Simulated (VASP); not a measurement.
Set up this calculation in VASP 6.6.1, as the native input.

```yaml
Task: relaxation of cell and atoms
Functional: LDA
Potentials_or_basis: VASP PAW LDA potentials, release 64 (P, Ir)
Cutoff: 500 eV
k_mesh: 6 × 6 × 6
Occupations: fermi-dirac, width 0.05 eV
Spin: no spin polarisation
Dipole_correction: no
Further_INCAR_settings: ALGO = Normal; EDIFF = 1e-07; IBRION = 2; EDIFFG = -0.03; NSW = 60; ISIF = 3
```

The structure of PIr2 lies in POSCAR:

```
PIr2
1.0
    0.0000000000      2.7675000000      2.7675000000
    2.7675000000      0.0000000000      2.7675000000
    2.7675000000      2.7675000000      0.0000000000
P Ir
1 2
Direct
    0.0000000000      0.0000000000      0.0000000000
    0.2500000000      0.2500000000      0.2500000000
    0.7500000000      0.7500000000      0.7500000000
```

The input as run:

INCAR

```
ALGO = Normal
EDIFF = 1E-7
EDIFFG = -0.03
ENCUT = 500
GGA = CA
GGA_COMPAT = False
IBRION = 2
ISIF = 3
ISMEAR = -1
LASPH = True
LCHARG = False
LREAL = False
LWAVE = False
NELM = 120
NELMIN = 4
NSW = 60
PREC = Accurate
SIGMA = 0.05
```

KPOINTS

```
k-points
0
Gamma
  6 6 6
```

Potentials or basis: VASP PAW LDA potentials, release 64 (P, Ir).

Launch:

```bash
$ cat potpaw_LDA.64/P/POTCAR potpaw_LDA.64/Ir/POTCAR > POTCAR
$ mpirun -np 1 vasp_std > vasp.out
```

It gave:

| Quantity | Value |
| --- | --- |
| Relaxed volume | 14.01 Å³/atom |
| Relaxed cell | a = 3.902 Å, b = 3.902 Å, c = 3.902 Å, α = 60.00°, β = 60.00°, γ = 60.00° |
| Space group after relaxing (to 0.1 Å) | Fm-3m (No. 225) |
| Energy gained by relaxing | 1.1 meV/atom |
| Ionic steps | 3 |
| Pressure after relaxing | 0.0 GPa |
| Band gap on the k mesh | zero (an odd number of electrons rules out a gap without spin polarisation) |

Caveat: spin-orbit coupling is left out, which moves the levels of the heavy elements.

Run time: 52 s on 1 thread of Intel Xeon 8259CL, with other jobs on the host, peak memory 0.15 GiB.
